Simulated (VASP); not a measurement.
Wanted: the native input for a VASP 6.6.1 run.

| Quantity | Value |
| --- | --- |
| Task | single point |
| Functional | PBEsol |
| Potentials or basis | VASP PAW PBE potentials, release 64 (Hg) |
| Cutoff | 520 eV |
| k mesh | 8 × 8 × 9 |
| Occupations | fermi-dirac, width 0.05 eV |
| Spin | no spin polarisation |
| Dipole correction | no |
| Further INCAR settings | ALGO = Normal; EDIFF = 1e-06; NBANDS = 25 |

The structure of Hg lies in POSCAR:

```
Hg
1.0
    4.4946020006      0.0000000000      0.0000000000
   -2.2473010003      3.8924395124      0.0000000000
    0.0000000000      0.0000000000      3.8700000000
Hg
3
Direct
    0.3333333333      0.6666666667      0.5000000000
    0.0000000000      0.0000000000      0.0000000000
    0.6666666667      0.3333333333      0.5000000000
```

This cell differs from its parent crystal: equal xx and yy strain of -1 %.

These files were run (other wordings do the same):

INCAR

```
PREC = Accurate
ENCUT = 520
EDIFF = 1E-6
ISMEAR = -1
SIGMA = 0.05
LREAL = F
LASPH = T
NELM = 100
ALGO = Normal
ISIF = 2
LWAVE = F
LCHARG = F
GGA = PS
NBANDS = 25
```

KPOINTS

```
regular mesh
0
Gamma
  8 8 9
```

Potentials or basis: VASP PAW PBE potentials, release 64 (Hg).

The run is started by

```sh
$ cat potpaw_PBE.64/Hg/POTCAR > POTCAR
$ mpirun -np 1 vasp_std > vasp.out
```

Results of the run:

* Pressure: 10.9 GPa
* Band gap on the k mesh: zero (band 18 reaches 7.42 eV, above the bottom of band 19 at 2.07 eV)

Caveat: the cell differs from its parent crystal (equal xx and yy strain of -1 %); the PAW data sets were made with another functional, which shifts forces and pressure a little; spin-orbit coupling is left out, which moves the levels of the heavy elements.

It took 34 s on 1 thread of Intel(R) Xeon(R) Platinum 8488C (Sapphire Rapids), with other jobs on the host, peak memory 0.22 GiB.
